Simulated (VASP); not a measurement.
Wanted: the native input for a VASP 6.6.1 run.

* Task: single point
* Functional: LDA
* Potentials or basis: VASP PAW LDA potentials, release 64 (Zr_sv, Nb_sv, N)
* Cutoff: 520 eV
* k mesh: 13 × 13 × 13
* Occupations: methfessel-paxton, width 0.1 eV
* Spin: no spin polarisation
* Dipole correction: no
* Further INCAR settings: ALGO = Normal; EDIFF = 1e-06; NBANDS = 26

The structure of ZrNbN2 lies in POSCAR:

```
ZrNbN2
1.0
    1.6921810500      0.9769809000      5.1727030000
   -1.6921810500      0.9769809000      5.1727030000
    0.0000000000     -1.9539628500      5.1727030000
Zr Nb N
1 1 2
Direct
    0.5000000000      0.5000000000      0.5000000000
    0.0000000000      0.0000000000      0.0000000000
    0.7492170000      0.7492170000      0.7492170000
    0.2507830000      0.2507830000      0.2507830000
```

The input as run:

INCAR

```
ALGO = Normal
EDIFF = 1E-6
ENCUT = 520
ISIF = 2
ISMEAR = 1
LASPH = T
LCHARG = F
LREAL = F
LWAVE = F
NBANDS = 26
NELM = 100
PREC = Accurate
SIGMA = 0.1
```

KPOINTS

```
k-points
0
Gamma
  13 13 13
```

Potentials or basis: VASP PAW LDA potentials, release 64 (Zr_sv, Nb_sv, N).

Run with:

```bash
$ cat potpaw_LDA.64/Zr_sv/POTCAR potpaw_LDA.64/Nb_sv/POTCAR potpaw_LDA.64/N/POTCAR > POTCAR
$ mpirun -np 1 vasp_std > vasp.out
```

Results of the run:

```yaml
Pressure: -35.4 GPa
Largest_force: 0.038 eV/Å
Band_gap_on_the_k_mesh: zero (an odd number of electrons rules out a gap without spin polarisation)
```

Caveat: the cell stands under tension.

Run time: 18 min on 1 thread of Intel(R) Xeon(R) Platinum 8375C CPU @ 2.90GHz (Ice Lake) (shared host), peak memory 0.45 GiB.
